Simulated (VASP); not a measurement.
# C (P6_3/mmc) in VASP: a series of runs

The runs below take C through single point, with LDA.

The COD entry that gives the cell may itself be a prediction, so a difference from it is no test against experiment.

Everything below comes from runs of VASP 6.6.1. Logs are shortened: lines on timing, memory, paths and dates and some standing lists are left out, and cuts for length are marked.

### Step 1. The cell of the first run

The structure is hexagonal, space group P6_3/mmc (No. 194). The conventional cell has a = 2.490 Å, b = 2.490 Å, c = 8.214 Å, α = 90.00°, β = 90.00°, γ = 120.00°. C (site symmetry 3m) has 4 C at 1.48 to 1.54 Å within 2.0 Å. Within 2.0 Å of C (site symmetry 3m) lie 4 C at 1.51 to 1.54 Å.

### Step 2. Single point, LDA (mode 21 frozen in at -0.024 Å, strain +e along z and -e/2 along x and y +0.0000)

File INCAR:

```
SYSTEM = C
  ALGO = Normal
  EDIFF = 1E-6
  ENCUT = 520
  GGA = CA
  ISIF = 2
  ISMEAR = 0
  LASPH = .True.
  LCHARG = .False.
  LREAL = .False.
  LWAVE = .False.
  NBANDS = 26
  NELM = 80
  PREC = Accurate
  SIGMA = 0.05
```

File KPOINTS:

```
k-points
0
Gamma
  12 12 4
  0 0 0
```

File POSCAR:

```
C
1.0
    2.4896249417      0.0000000000      0.0000000000
   -1.2448124708      2.1560784454      0.0000000000
    0.0000000000      0.0000000000      8.2142660865
C
8
Direct
    0.0000000000      0.0000000000      0.0900147857
    0.0000000000      0.0000000000      0.5900147857
    0.0000000000      0.0000000000      0.4099852143
    0.0000000000      0.0000000000      0.9099852143
    0.3333333333      0.6666666667      0.1578160184
    0.6666666667      0.3333333333      0.6578160184
    0.3333333333      0.6666666667      0.3421839816
    0.6666666667      0.3333333333      0.8421839816
```

Potentials or basis: VASP PAW LDA potentials, release 64 (C).

Started as:

```console
$ cat potpaw_LDA.64/C/POTCAR > POTCAR
$ mpirun -np 1 vasp_std > vasp.out
```

OUTCAR:

```text
SYSTEM = C
   EDIFF = 1E-6
   ENCUT = 520
   GGA = CA
   ISIF = 2
   ISMEAR = 0
   LASPH = .True.
   LREAL = .False.
   NELM = 80
   PREC = Accurate

 ion  position               nearest neighbor table
   1  0.000  0.000  0.090-   4 1.48   5 1.54   5 1.54   5 1.54
   2  0.000  0.000  0.590-   3 1.48   6 1.54   6 1.54   6 1.54
   3  0.000  0.000  0.410-   2 1.48   7 1.54   7 1.54   7 1.54
   4  0.000  0.000  0.910-   1 1.48   8 1.54   8 1.54   8 1.54
   5  0.333  0.667  0.158-   7 1.51   1 1.54   1 1.54   1 1.54
   6  0.667  0.333  0.658-   8 1.51   2 1.54   2 1.54   2 1.54
   7  0.333  0.667  0.342-   5 1.51   3 1.54   3 1.54   3 1.54
   8  0.667  0.333  0.842-   6 1.51   4 1.54   4 1.54   4 1.54

  LATTYP: Found a hexagonal cell.
 ALAT       =     2.4896249417
 C/A-ratio  =     3.2993990175

  Lattice vectors:

 A1 = (   2.4896249417,   0.0000000000,   0.0000000000)
 A2 = (  -1.2448124708,   2.1560784454,   0.0000000000)
 A3 = (   0.0000000000,   0.0000000000,   8.2142660865)

Analysis of symmetry for initial positions (statically):
=====================================================================
 Subroutine PRICEL returns:
 Original cell was already a primitive cell.

 Routine SETGRP: Setting up the symmetry group for a
 hexagonal supercell.

 Subroutine GETGRP returns: Found 24 space group operations
 (whereof 12 operations were pure point group operations)
 out of a pool of 24 trial point group operations.

The static configuration has the point symmetry D_3d.
 The point group associated with its full space group is D_6h.

Analysis of symmetry for dynamics (positions and initial velocities):
=====================================================================
 Subroutine PRICEL returns:
 Original cell was already a primitive cell.

 Routine SETGRP: Setting up the symmetry group for a
 hexagonal supercell.

 Subroutine GETGRP returns: Found 24 space group operations
 (whereof 12 operations were pure point group operations)
 out of a pool of 24 trial point group operations.

The dynamic configuration has the point symmetry D_3d.
 The point group associated with its full space group is D_6h.

 Subroutine INISYM returns: Found 24 space group operations
 (whereof 12 operations are pure point group operations),
[... 104 lines left out ...]
   LSORBIT =      F    spin-orbit coupling
   LASPH  =      T    aspherical Exc in radial PAW
   ENCUT  =  520.0 eV  38.22 Ry    6.18 a.u.   4.63  4.63 15.27*2*pi/ulx,y,z
   NELM   =     80;   NELMIN=  2; NELMDL= -5     # of ELM steps
   EDIFF  = 0.1E-05   stopping-criterion for ELM
   LREAL  =      F    real-space projection
   EDIFFG = 0.1E-04   stopping-criterion for IOM
   NSW    =      0    number of steps for IOM
   IBRION =     -1    ionic relax: 0-MD 1-quasi-New 2-CG
   NFREE  =      0    steps in history (QN), initial steepest desc. (CG)
   ISIF   =      2    stress and relaxation
   ISYM   =      2    0-nonsym 1-usesym 2-fastsym
   POTIM  = 0.5000    time-step for ionic-motion
   TEBEG  =    0.0;   TEEND  =   0.0 temperature during run
   PSTRESS=    0.0 pullay stress
   NELECT =      32.0000    total number of electrons
   NUPDOWN=      -1.0000    fix difference up-down
   EMIN   =  10.00;   EMAX   =-10.00  energy-range for DOS
   EFERMI =   0.00;   METHOD = LEGACY
   ISMEAR =     0;   SIGMA  =   0.05  broadening in eV -4-tet -1-fermi 0-gaus
   EFERMI_NEDOS =   21; number of points for ismear=-14 and -15
   IALGO  =     38    algorithm
   IMIX   =      4    mixing-type and parameters
     AMIX     =   0.40;   BMIX     =  1.00
     AMIX_MAG =   1.60;   BMIX_MAG =  1.00
  volume/ion in A,a.u.               =       5.51        37.19
  Fermi-wavevector in a.u.,A,eV,Ry     =   1.471191  2.780148 29.448492  2.164403
  Thomas-Fermi vector in A             =   2.586357
   LORBIT       =      0    0 simple, 1 ext, 2 COOP (PROOUT), +10 PAW based schemes
   GGA     = CA    functional components
   LHFCALC =     F    Hartree Fock is set to
   AEXX    =    0.0000 exact exchange contribution
   IVDW    =     0    specifies the selected vdW correction
   LEPSILON=     F    determine dielectric tensor
   LRPA    =     F    only Hartree local field effects (RPA)
 non-spin polarized calculation
 Gauss-broadening in eV      SIGMA  =   0.05
  energy-cutoff  :      520.00
  volume of cell :       44.09
 maximum number of plane-waves:      1204
 NGX is ok and might be reduce to    20
   NGX =  9   NGY =  9   NGZ = 31

 number of electron      32.0000002 magnetization

 Free energy of the ion-electron system (eV)
  ---------------------------------------------------
  ext. energy  EPLUGINS =         0.00000000
  ---------------------------------------------------
  free energy    TOTEN  =       -80.75966540 eV

  energy without entropy =      -80.75966540  energy(sigma->0) =      -80.75966540

 E-fermi :  10.8932     XC(G=0): -13.6377

 val. band max:       10.6799582593   @ k =   0.0000   0.0000   0.0000
 cond. band min:      14.8721796722   @ k =   0.4167   0.0000   0.0000
 fundamental gap:      4.1922214129
 Fermi energy:        10.8932440154

 k-point     1 :       0.0000    0.0000    0.0000
  band No.  band energies     occupation
      1     -11.5701      2.00000
      2      -9.9336      2.00000
      3      -9.7562      2.00000
      4      -5.5477      2.00000
      5      -3.8379      2.00000
      6       3.0406      2.00000
[... 685 lines left out ...]
     25      20.6533      0.00000
     26      22.7574      0.00000

 [... further k-points ...]
[... 5 lines left out ...]
  --------------------------------------------------------------------------------------
  -------------------------------------------------------------------------------------
  Total        0.1436900      0.1436900      1.4353172      0.0000000     -0.0000000      0.0000000
  in kB        5.2211946      5.2211946     52.1544314      0.0000000     -0.0000000      0.0000000
  external PRESSURE =      20.8656069 kB  Pullay stress =       0.0000000 kB

 VOLUME and BASIS-vectors are now :
 -----------------------------------------------------------------------------
  energy-cutoff  :      520.00
  volume of cell :       44.09
      direct lattice vectors                 reciprocal lattice vectors
     2.489624942  0.000000000  0.000000000     0.401666927  0.231902508  0.000000000
    -1.244812471  2.156078445  0.000000000     0.000000000  0.463805017  0.000000000
     0.000000000  0.000000000  8.214266087     0.000000000  0.000000000  0.121739421

 POSITION                                       TOTAL-FORCE (eV/Angst)
 -----------------------------------------------------------------------------------
      0.00000      0.00000      0.73941        -0.000000      0.000000      1.995002
      0.00000      0.00000      4.84654         0.000000     -0.000000      1.995002
      0.00000      0.00000      3.36773        -0.000000      0.000000     -1.995002
      0.00000      0.00000      7.47486         0.000000     -0.000000     -1.995002
     -0.00000      1.43739      1.29634         0.000000     -0.000000     -1.517072
      1.24481      0.71869      5.40348        -0.000000      0.000000     -1.517072
     -0.00000      1.43739      2.81079         0.000000     -0.000000      1.517072
      1.24481      0.71869      6.91792         0.000000      0.000000      1.517072
 -----------------------------------------------------------------------------------
    total drift:                               -0.000000     -0.000000      0.000000

  FREE ENERGIE OF THE ION-ELECTRON SYSTEM (eV)
  ---------------------------------------------------
  free  energy   TOTEN  =       -80.7596654009 eV

  energy  without entropy=      -80.7596654009  energy(sigma->0) =      -80.75966540
```

Run time: 79 s. Hardware: 1 thread of AMD EPYC 7R13 (Zen 3), shared host; peak memory 0.13 GiB.

Results:

| Item | Value |
| --- | --- |
| Free energy | -80.7597 eV |
| Pressure | 2.1 GPa |
| Largest force | 1.995 eV/Å |
| Band gap on the k mesh | 4.19 eV, indirect (least direct gap 4.62 eV) |

Forces in eV/Å, atoms in the order of the input:
```
C    0.000  0.000  1.995
C    0.000  0.000  1.995
C    0.000  0.000 -1.995
C    0.000  0.000 -1.995
C    0.000  0.000 -1.517
C    0.000  0.000 -1.517
C    0.000  0.000  1.517
C    0.000  0.000  1.517
```

Caveat: the cell differs from its parent crystal (mode 21 frozen in at -0.024 Å, strain +e along z and -e/2 along x and y +0.0000); forces of over 1 eV/Å act on the atoms, so gaps and moduli don't describe the material at rest.

### Step 3. Single point, LDA (mode 21 frozen in at +0.048 Å, strain +e along z and -e/2 along x and y +0.0000)

File INCAR:

```
PREC = Accurate
ENCUT = 520
EDIFF = 1E-6
ISMEAR = 0
SIGMA = 0.05
LREAL = False
LASPH = True
NELM = 100
ALGO = Normal
ISIF = 2
LWAVE = False
LCHARG = False
GGA = CA
NBANDS = 26
```

File KPOINTS:

```
regular mesh
0
Gamma
  12 12 4
```

File POSCAR:

```
C
1.0
    2.4896249417      0.0000000000      0.0000000000
   -1.2448124708      2.1560784454      0.0000000000
    0.0000000000      0.0000000000      8.2142660865
C
8
Direct
    0.0000000000      0.0000000000      0.0987800240
    0.0000000000      0.0000000000      0.5987800240
    0.0000000000      0.0000000000      0.4012199760
    0.0000000000      0.0000000000      0.9012199760
    0.3333333333      0.6666666667      0.1510010552
    0.6666666667      0.3333333333      0.6510010552
    0.3333333333      0.6666666667      0.3489989448
    0.6666666667      0.3333333333      0.8489989448
```

Potentials or basis: VASP PAW LDA potentials, release 64 (C).

Started as:

```console
$ cat potpaw_LDA.64/C/POTCAR > POTCAR
$ mpirun -np 1 vasp_std > vasp.out
```

It took 42 s on 1 thread of AMD EPYC 7R13 (Zen 3), shared host; peak memory 0.13 GiB.

Results (log left out):

* Free energy: -80.4049 eV
* Pressure: 4.8 GPa
* Largest force: 3.035 eV/Å
* Band gap on the k mesh: 2.91 eV, direct

Forces on the atoms (eV/Å):
```
C    0.000  0.000 -3.035
C    0.000  0.000 -3.035
C    0.000  0.000  3.035
C    0.000  0.000  3.035
C    0.000  0.000  2.414
C    0.000  0.000  2.414
C    0.000  0.000 -2.414
C    0.000  0.000 -2.414
```

Stress tensor (GPa, compression positive):
```
5.34 0.00 0.00
0.00 5.34 0.00
0.00 0.00 3.84
```

Levels at points of the mesh, in eV from the valence-band top:
| k point | band 14 | band 15 | band 16 | band 17 | band 18 | band 19 |
| --- | --- | --- | --- | --- | --- | --- |
| (0.00, 0.00, 0.00) | -2.02 | -2.02 | 0.00 | 2.91 | 4.56 | 4.56 |
| (0.50, 0.00, 0.00) | -5.35 | -5.04 | -4.35 | 3.18 | 3.73 | 4.39 |
| (0.00, 0.00, 0.50) | -2.52 | -2.52 | -2.52 | 4.91 | 4.91 | 5.11 |
| (0.50, 0.00, 0.50) | -5.63 | -5.42 | -5.42 | 3.45 | 3.45 | 5.47 |

Caveat: the cell differs from its parent crystal (mode 21 frozen in at +0.048 Å, strain +e along z and -e/2 along x and y +0.0000); forces of over 1 eV/Å act on the atoms, so gaps and moduli don't describe the material at rest.

### Step 4. Single point, LDA (mode 21 frozen in at +0.024 Å, strain +e along z and -e/2 along x and y +0.0000)

File INCAR:

```
SYSTEM = C
PREC = Accurate
ENCUT = 520
EDIFF = 1E-6
ISMEAR = 0
SIGMA = 0.05
LREAL = .FALSE.
LASPH = .TRUE.
NELM = 60
ALGO = Normal
ISIF = 2
LWAVE = .FALSE.
LCHARG = .TRUE.
GGA = CA
LELF = .TRUE.
LVHAR = .TRUE.
NBANDS = 26
```

File KPOINTS:

```
Automatic mesh
0
G
  12 12 4
  0 0 0
```

File POSCAR:

```
C
1.0
    2.4896249417      0.0000000000      0.0000000000
   -1.2448124708      2.1560784454      0.0000000000
    0.0000000000      0.0000000000      8.2142660865
C
8
Direct
    0.0000000000      0.0000000000      0.0958582779
    0.0000000000      0.0000000000      0.5958582779
    0.0000000000      0.0000000000      0.4041417221
    0.0000000000      0.0000000000      0.9041417221
    0.3333333333      0.6666666667      0.1532727096
    0.6666666667      0.3333333333      0.6532727096
    0.3333333333      0.6666666667      0.3467272904
    0.6666666667      0.3333333333      0.8467272904
```

Started as:

```console
$ cat potpaw_LDA.64/C/POTCAR > POTCAR
$ mpirun -np 1 vasp_std > vasp.out
```

Wall time 68 s (1 thread of AMD EPYC 7R13 (Zen 3), shared host); peak memory 0.13 GiB.

The run converged. Its results:

| Quantity | Value |
| --- | --- |
| Free energy | -80.7743 eV |
| Pressure | 2.7 GPa |
| Largest force | 1.673 eV/Å |
| Band gap on the k mesh | 4.02 eV, indirect (least direct gap 4.30 eV) |

Forces in eV/Å, atoms in the order of the input:
```
C    0.000  0.000 -1.673
C    0.000  0.000 -1.673
C    0.000  0.000  1.673
C    0.000  0.000  1.673
C    0.000  0.000  1.322
C    0.000  0.000  1.322
C    0.000  0.000 -1.322
C    0.000  0.000 -1.322
```

Stress tensor (GPa, compression positive):
```
3.43 0.00 0.00
0.00 3.43 0.00
0.00 0.00 1.31
```

Levels at points of the mesh, in eV from the valence-band top:
| k point | band 12 | band 13 | band 14 | band 15 | band 16 | band 17 | band 18 | band 19 | band 20 | band 21 |
| --- | --- | --- | --- | --- | --- | --- | --- | --- | --- | --- |
| (0.00, 0.00, 0.00) | -2.44 | -2.44 | -0.89 | -0.89 | 0.00 | 4.30 | 5.08 | 5.08 | 6.59 | 6.59 |
| (0.50, 0.00, 0.00) | -5.85 | -5.81 | -4.94 | -3.95 | -3.92 | 4.04 | 4.94 | 5.34 | 5.51 | 6.03 |
| (0.00, 0.00, 0.50) | -2.78 | -1.47 | -1.47 | -1.47 | -1.47 | 5.74 | 5.74 | 5.74 | 5.74 | 5.93 |
| (0.50, 0.00, 0.50) | -6.83 | -5.01 | -5.01 | -4.57 | -4.57 | 4.35 | 4.35 | 6.55 | 6.55 | 6.83 |

Caveat: the cell differs from its parent crystal (mode 21 frozen in at +0.024 Å, strain +e along z and -e/2 along x and y +0.0000); forces of over 1 eV/Å act on the atoms, so gaps and moduli don't describe the material at rest. A k mesh can miss the band edges.
